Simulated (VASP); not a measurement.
Set up this calculation in VASP 6.6.1, as the native input.

| Item | Value |
| --- | --- |
| Task | relaxation of cell and atoms |
| Functional | LDA |
| Potentials or basis | VASP PAW LDA potentials, release 64 (Ge_d) |
| Cutoff | 600 eV |
| k mesh | 20 × 20 × 20 |
| Occupations | fermi-dirac, width 0.1 eV |
| Spin | no spin polarisation |
| Target pressure | 240 GPa |
| Dipole correction | no |
| Further INCAR settings | ALGO = Normal; EDIFF = 1e-06; IBRION = 2; EDIFFG = -0.005; NSW = 32; ISIF = 3 |

The structure of Ge lies in POSCAR:

```
Ge
1.0
   -1.3176984478      1.3176984478      1.3176984478
    1.3176984478     -1.3176984478      1.3176984478
    1.3176984478      1.3176984478     -1.3176984478
Ge
1
Direct
    0.0000000000      0.0000000000      0.0000000000
```

This isn't the form of Ge at room conditions, which is diamond.

One way to write it, as run:

INCAR

```
PREC = Accurate ; ENCUT = 600
EDIFF = 1E-6 ; ISMEAR = -1
SIGMA = 0.1 ; LREAL = False
LASPH = True ; NELM = 60
ALGO = Normal ; ISIF = 3
LWAVE = False ; LCHARG = False
IBRION = 2 ; NSW = 32
EDIFFG = -0.005 ; PSTRESS = 2400.0
```

KPOINTS

```
Automatic mesh
0
Gamma
  20 20 20
```

Potentials or basis: VASP PAW LDA potentials, release 64 (Ge_d).

Run with:

```console
$ cat potpaw_LDA.64/Ge_d/POTCAR > POTCAR
$ mpirun -np 1 vasp_std > vasp.out
```

Results of the run:

```
Relaxed volume                                             : 9.18 Å³/atom
Relaxed cell                                               : a = 2.285 Å, b = 2.285 Å, c = 2.285 Å, α = 109.47°, β = 109.47°, γ = 109.47°
Space group after relaxing (to 0.1 Å)                      : Im-3m (No. 229)
Energy change on relaxing (the run minimises the enthalpy) : -45.2 meV/atom
Ionic steps                                                : 3
Pressure after relaxing                                    : 240.0 GPa
Band gap on the k mesh                                     : zero (bands 7 and 8 overlap by 25.24 eV)
```

Caveat: the cell is relaxed towards a set pressure, so the run minimises the enthalpy, not the energy.

Wall time 21 s on 1 thread of Intel(R) Xeon(R) 6975P-C (Granite Rapids) (shared host), peak memory 0.14 GiB.
